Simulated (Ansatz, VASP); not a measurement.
## Two plane-wave programs on SiO2

The input INCAR:

```
SYSTEM = SiO2
  ALGO = Normal
  EDIFF = 1E-7
  ENCUT = 520
  GGA = PE
  ISIF = 2
  ISMEAR = 0
  LASPH = .True.
  LCHARG = .False.
  LREAL = .False.
  LWAVE = .False.
  NBANDS = 25
  NELM = 60
  PREC = Accurate
  SIGMA = 0.05
```

KPOINTS

```
k-points
0
Gamma
  6 6 8
  0 0 0
```

POSCAR

```
SiO2
1.0
    4.3630000000      0.0000000000      0.0000000000
    0.0000000000      4.3630000000      0.0000000000
    0.0000000000      0.0000000000      2.5284000000
Si O
2 4
Direct
    0.5000000000      0.5000000000      0.5000000000
    0.0000000000      0.0000000000      0.0000000000
    0.6930127928      0.6930127928      0.0000000000
    0.1930127928      0.8069872072      0.5000000000
    0.3069872072      0.3069872072      0.0000000000
    0.8069872072      0.1930127928      0.5000000000
```

Input for Ansatz:

```yaml
crystal:
  lattice:
    - [4.363, 0.0, 0.0]
    - [0.0, 4.363, 0.0]
    - [0.0, 0.0, 2.5284]
  atoms:
    - { symbol: Si, position: [0.5, 0.5, 0.5] }
    - { symbol: Si, position: [0.0, 0.0, 0.0] }
    - { symbol: O, position: [0.6930127928, 0.6930127928, 0.0] }
    - { symbol: O, position: [0.1930127928, 0.8069872072, 0.5] }
    - { symbol: O, position: [0.3069872072, 0.3069872072, 0.0] }
    - { symbol: O, position: [0.8069872072, 0.1930127928, 0.5] }
basis:
  ecutwfc: 520.0
kpoints:
  mp_grid: { grid: [6, 6, 8] }
hamiltonian:
  xc: pbe
  pseudopotentials: { kind: paw, azcp: { folder: soft_1 } }
scf:
  occupations: { method: gaussian, width: 0.05 }
output:
  forces: true
  stress: true
  eigenvalues: true
```

Alike in both runs: task single point; functional PBE; k mesh 6 × 6 × 8; occupations gaussian, width 0.05 eV; no spin polarisation.

|  | VASP | Ansatz |
| --- | --- | --- |
| version | VASP 6.6.1 | Ansatz 0.2.0 |
| potentials or method | VASP PAW PBE potentials, release 64 (Si, O), cutoff 520 eV | scalar-relativistic, plane waves, PAW |
| valence electrons in the cell | 32 | 32 |

```tsv
	VASP	Ansatz	Ansatz less VASP
gap on the k mesh at the Fermi level (eV)	5.31	5.34	+0.026
least direct gap on the mesh (eV)	5.31	5.34	+0.026
pressure (GPa)	7.5	7.2	-0.34
traceless stress, the component that is largest in VASP (GPa)	31.27	30.54	-0.732
rms of the force components (eV/Å)	0.290	0.311	+0.0211
```

Atom by atom the forces differ by 0.021 eV/Å (rms over components).
